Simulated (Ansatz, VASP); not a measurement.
## Ba in VASP and in Ansatz

```
CELL_PARAMETERS angstrom
-2.53290 2.53290 2.53290
2.53290 -2.53290 2.53290
2.53290 2.53290 -2.53290
ATOMIC_POSITIONS crystal
Ba 0.00000 0.00000 0.00000
```

Change from the starting cell: volume scaled by 1.04, PAW files.

Alike in both runs: task electric field gradients; functional PBE; k mesh 10 × 10 × 10; occupations fermi-dirac, width 0.05 eV; no spin polarisation.

```csv
,VASP,Ansatz
version,VASP 6.6.1,Ansatz 0.2.0
potentials or method,"VASP PAW PBE potentials, release 64 (Ba_sv)","PAW with Ansatz's default frozen-core files, scalar-relativistic"
plane-wave cutoff (eV),520,420
valence electrons in the cell,10,10
```

```tsv
	VASP	Ansatz	Ansatz less VASP
pressure (GPa)	-0.2	-0.2	-0.04
```

The functional is the same, so the differences come from potentials, cutoffs and numerics.

Spin-orbit coupling is off throughout.
